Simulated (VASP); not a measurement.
# InSb3: single point with PBEsol

InSb3:

```
In Sb
1.0
     4.72824    0.00000    0.00000
     0.00000    4.72824    0.00000
     0.00000    0.00000    4.72824
In Sb
1 3
Direct
  0.00000 0.00000 0.00000
  0.40483 0.00000 0.50000
  0.00000 0.50000 0.50000
  0.50000 0.50000 0.00000
```

This cell differs from its parent crystal: atom 2 (Sb) moved -0.450 Å along Cartesian [1 0 0].

```
Program             : VASP 6.6.1
Task                : single point
Functional          : PBEsol
Potentials or basis : VASP PAW PBE potentials, release 64 (In_d, Sb)
Cutoff              : 500 eV
k mesh              : 10 × 10 × 10
Occupations         : gaussian, width 0.15 eV
Spin                : no spin polarisation
```

```
Pressure               : 1.7 GPa
Largest force          : 0.621 eV/Å
Band gap on the k mesh : zero (bands 14 and 15 overlap by 4.66 eV)
```

Forces on the atoms (eV/Å):
```
In  -0.621  0.000  0.000
Sb   0.599  0.000  0.000
Sb  -0.431  0.000  0.000
Sb   0.453  0.000  0.000
```

Stress tensor (GPa, compression positive):
```
0.68 0.00 0.00
0.00 2.32 0.00
0.00 0.00 2.10
```

Levels at points of the mesh, in eV from the Fermi level:
```
           k point  band 12  band 13  band 14  band 15  band 16  band 17
(0.00, 0.00, 0.00)    -3.70     0.33     0.47     0.53     1.58     1.76
(0.50, 0.00, 0.00)    -2.06    -1.97    -1.32    -0.90     2.05     2.29
(0.00, 0.50, 0.00)    -2.52    -2.41    -0.78    -0.59     2.14     2.17
(0.00, 0.00, 0.50)    -2.37    -2.20    -1.10    -0.93     1.80     2.30
(0.50, 0.50, 0.00)    -1.65    -1.57    -1.46    -1.13    -0.39     1.38
(0.00, 0.50, 0.50)    -1.71    -1.37    -1.14    -0.25    -0.24     0.71
(0.50, 0.00, 0.50)    -1.70    -1.42    -1.08    -0.26    -0.18     0.90
(0.50, 0.50, 0.50)    -5.06    -4.50     3.53     3.80     3.85     3.99
```

It took 5 min on 1 thread of Oxide Virtual Turin-like Processor, with other jobs on the host, peak memory 0.51 GiB.

Caveat: the cell differs from its parent crystal (atom 2 (Sb) moved -0.450 Å along Cartesian [1 0 0]); the PAW data sets were made with another functional, which shifts forces and pressure a little; spin-orbit coupling is left out, which moves the levels of the heavy elements.
